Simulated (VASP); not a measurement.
A run of VASP 6.6.1:

File POSCAR:

```
LiH
1.0
    0.0000000000      2.0023334638      2.0023334638
    2.0023334638      0.0000000000      2.0023334638
    2.0023334638      2.0023334638      0.0000000000
Li H
1 1
Direct
    0.0000000000      0.0000000000      0.0000000000
    0.5000000000      0.5000000000      0.5000000000
```

File INCAR.step1:

```
SYSTEM = LiH
ALGO = Normal ; EDIFF = 1E-4
ENCUT = 600 ; GGA = PE
ISMEAR = 0 ; LASPH = .True.
LCHARG = .False. ; LREAL = .False.
LWAVE = .True. ; NELM = 80
PREC = Accurate ; SIGMA = 0.01
```

The input INCAR.step2:

```
SYSTEM = LiH
ALGO = Normal ; EDIFF = 1E-6
EDIFFG = -0.001 ; ENCUT = 600
IBRION = 2 ; ISIF = 3
ISMEAR = 0 ; ISTART = 1
LASPH = .True. ; LCHARG = .False.
LMIXTAU = .True. ; LREAL = .False.
LWAVE = .False. ; METAGGA = R2SCAN
NELM = 80 ; NSW = 80
PREC = Accurate ; SIGMA = 0.01
```

File KPOINTS:

```
k-points
0
Gamma
  10 10 10
  0 0 0
```

Potentials or basis: VASP PAW PBE potentials, release 64 (Li_sv, H).

Launch:

```sh
$ cat potpaw_PBE.64/Li_sv/POTCAR potpaw_PBE.64/H/POTCAR > POTCAR
$ cp INCAR.step1 INCAR
$ mpirun -np 1 vasp_std > vasp.out
$ cp INCAR.step2 INCAR
$ mpirun -np 1 vasp_std > vasp.out
```

Hardware: 1 thread of Intel(R) Xeon(R) Platinum 8488C (Sapphire Rapids) (shared host).

Q: Estimate the wall time of this run.

A: It took 27 s on 1 thread of Intel(R) Xeon(R) Platinum 8488C (Sapphire Rapids) (shared host), peak memory 0.13 GiB. Counts: k points 47, ion steps 3.
